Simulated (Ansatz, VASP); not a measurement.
Two plane-wave programs on SnSe

```
Sn Se
1.0
    -0.03170    3.14626    3.14217
     2.89325    0.07047    3.04000
     2.92260    3.07343    0.04112
Sn Se
1 1
Direct
  0.00929 0.95169 0.07301
  0.50609 0.52726 0.48844
```

Alike in both runs: task single point; functional PBEsol; k mesh 4 × 4 × 4; no spin polarisation.

|  | VASP | Ansatz |
| --- | --- | --- |
| version | VASP 6.6.1 | Ansatz 0.2.0 |
| potentials or method | VASP PAW PBE potentials, release 64 (Sn_d, Se), cutoff 500 eV | plane waves, PAW |
| occupations | gaussian, width 0.01 eV | fixed |
| valence electrons in the cell | 20 | 30 |

|  | VASP | Ansatz | Ansatz less VASP |
| --- | --- | --- | --- |
| pressure (GPa) | -1.9 | -2.0 | -0.03 |
| traceless stress, the component that is largest in VASP (GPa) | 2.67 | 2.66 | -0.004 |
| rms of the force components (eV/Å) | 0.097 | 0.093 | -0.0043 |

VASP's potentials were made for PBE, not for PBEsol. Atom by atom the forces differ by 0.004 eV/Å (rms over components). VASP's potentials hold 20 valence electrons a cell and Ansatz's 30, so a difference there can come from the potentials and not from the codes. Ansatz's warnings: stress scf threshold loose.

The k mesh is coarse, so the values compare programs but aren't converged.
